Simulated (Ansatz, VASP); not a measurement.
SnO2 in VASP and in Ansatz

POSCAR

```
SnO2
1.0
    4.6653622500      0.0000000000      0.0000000000
    0.0000000000      4.6653622500      0.0000000000
    0.0000000000      0.0000000000      3.2488307714
Sn O
2 4
Direct
    0.0000000000      0.0000000000      0.0000000000
    0.5000000000      0.5000000000      0.5000000000
    0.3062986695      0.3062986695      0.0000000000
    0.1937013305      0.8062986695      0.5000000000
    0.8062986695      0.1937013305      0.5000000000
    0.6937013305      0.6937013305      0.0000000000
```

INCAR.step1

```
PREC     = Accurate       # precision mode
ENCUT    = 520            # plane-wave cutoff, eV
ISMEAR   = 0              # smearing method
SIGMA    = 0.01           # smearing width, eV
LREAL    = False          # projectors in reciprocal space
LASPH    = True           # aspherical terms in the spheres
NELM     = 100            # most SCF steps
NBANDS   = 35             # bands
GGA      = PE             # functional
ALGO     = Normal         # electronic algorithm
EDIFF    = 1E-4           # SCF threshold, eV
LWAVE    = True           # write WAVECAR
LCHARG   = False          # write CHGCAR
```

File INCAR.step2:

```
PREC     = Accurate       # precision mode
ENCUT    = 520            # plane-wave cutoff, eV
EDIFF    = 1E-6           # SCF threshold, eV
ISMEAR   = 0              # smearing method
SIGMA    = 0.01           # smearing width, eV
LREAL    = False          # projectors in reciprocal space
LASPH    = True           # aspherical terms in the spheres
NELM     = 100            # most SCF steps
ALGO     = Normal         # electronic algorithm
ISIF     = 2              # what is computed and relaxed
LWAVE    = False          # write WAVECAR
LCHARG   = False          # write CHGCAR
METAGGA  = R2SCAN         # meta-GGA
LMIXTAU  = True         
NBANDS   = 35             # bands
ISTART   = 1
```

File KPOINTS:

```
regular mesh
0
Gamma
  6 6 8
```

Input for Ansatz:

```yaml
crystal:
  lattice:
    - [4.66536225, 0.0, 0.0]
    - [0.0, 4.66536225, 0.0]
    - [0.0, 0.0, 3.2488307714]
  atoms:
    - { symbol: Sn, position: [0.0, 0.0, 0.0] }
    - { symbol: Sn, position: [0.5, 0.5, 0.5] }
    - { symbol: O, position: [0.3062986695, 0.3062986695, 0.0] }
    - { symbol: O, position: [0.1937013305, 0.8062986695, 0.5] }
    - { symbol: O, position: [0.8062986695, 0.1937013305, 0.5] }
    - { symbol: O, position: [0.6937013305, 0.6937013305, 0.0] }
kpoints:
  mp_grid: { grid: [6, 6, 8] }
  band_path:
    path:
      - [0.0, 0.0, 0.0]
      - [0.0, 0.5, 0.0]
      - [0.5, 0.5, 0.0]
      - [0.0, 0.0, 0.5]
      - [0.0, 0.5, 0.5]
      - [0.5, 0.5, 0.5]
    npoints: 1
hamiltonian:
  xc: r2scan
scf:
  occupations: { method: fixed }
  n_extra_bands: 5
output:
  forces: true
  stress: true
  eigenvalues: true
```

Change from the starting cell: epitaxial_xy strain -2.0%.

Alike in both runs: task single point; functional r2SCAN; k mesh 6 × 6 × 8; no spin polarisation.

|  | VASP | Ansatz |
| --- | --- | --- |
| version | VASP 6.6.1 | Ansatz 0.2.0 |
| potentials or method | VASP PAW PBE potentials, release 64 (Sn_d, O) | plane waves, PAW |
| plane-wave cutoff (eV) | 520 | 500 |
| occupations | gaussian, width 0.01 eV | fixed |
| valence electrons in the cell | 52 | 52 |

VASP gave:

- gap on the k mesh at the Fermi level (eV): 2.01
- pressure (GPa): 5.7
- traceless stress, the component that is largest in VASP (GPa): -4.34
- rms of the force components (eV/Å): 0.004

Task: Which values does Ansatz return?

Result: gap on the k mesh at the Fermi level (eV): 1.98; pressure (GPa): 4.5; traceless stress, the component that is largest in VASP (GPa): -4.57; rms of the force components (eV/Å): 0.000.

VASP's potentials were made for PBE, not for r2SCAN. Atom by atom the forces differ by 0.003 eV/Å (rms over components).
